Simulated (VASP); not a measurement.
Input of a VASP 6.6.1 run:

Contents of INCAR:

```
SYSTEM = TiSi2
PREC     = Accurate       ! precision mode
ENCUT    = 520            ! plane-wave cutoff, eV
EDIFF    = 1E-8           ! SCF threshold, eV
ISMEAR   = -1             ! smearing method
SIGMA    = 0.08           ! smearing width, eV
LREAL    = .FALSE.        ! projectors in reciprocal space
LASPH    = .TRUE.         ! aspherical terms in the spheres
NELM     = 60             ! most SCF steps
ALGO     = Normal         ! electronic algorithm
ISIF     = 2              ! what is computed and relaxed
LWAVE    = .FALSE.        ! write WAVECAR
LCHARG   = .FALSE.        ! write CHGCAR
GGA      = PE             ! functional
LEFG     = .TRUE.       
NBANDS   = 29             ! bands
```

Contents of KPOINTS:

```
Automatic mesh
0
G
  8 8 8
  0 0 0
```

The input POSCAR:

```
TiSi2
1.0
    0.0000000000      4.0356400000      4.2615000000
    2.3387700000      0.0000000000      4.2615000000
    2.3387700000      4.0356400000      0.0000000000
Ti Si
2 4
Direct
    0.7500000000      0.7500000000      0.7500000000
    0.5000000000      0.5000000000      0.5000000000
    0.0830000000      0.4170000000      0.0830000000
    0.4170000000      0.0830000000      0.4170000000
    0.1670000000      0.8330000000      0.1670000000
    0.8330000000      0.1670000000      0.8330000000
```

Potentials or basis: VASP PAW PBE potentials, release 64 (Ti_sv, Si).

Launch:

```bash
$ cat potpaw_PBE.64/Ti_sv/POTCAR potpaw_PBE.64/Si/POTCAR > POTCAR
$ mpirun -np 1 vasp_std > vasp.out
```

Problem. What does it give for the band gap on the k mesh?

Solution. Zero (bands 20 and 21 overlap by 1.91 eV).

Problem. Predict the largest force.

Solution. 0.246 eV/Å.

Problem. Estimate the pressure.

Solution. 8.5 GPa.

Stress tensor (GPa, compression positive):
```
11.06  0.00  0.00
 0.00 10.10  0.00
 0.00  0.00  4.27
```

Caveat: the cell differs from its parent crystal (equal xx and yy strain of -2 %); the stress differs along the axes, from 4 to 11 GPa; without QUAD_EFG the Cq values of the log hold for a quadrupole moment of 1 mb, not for the nuclei.
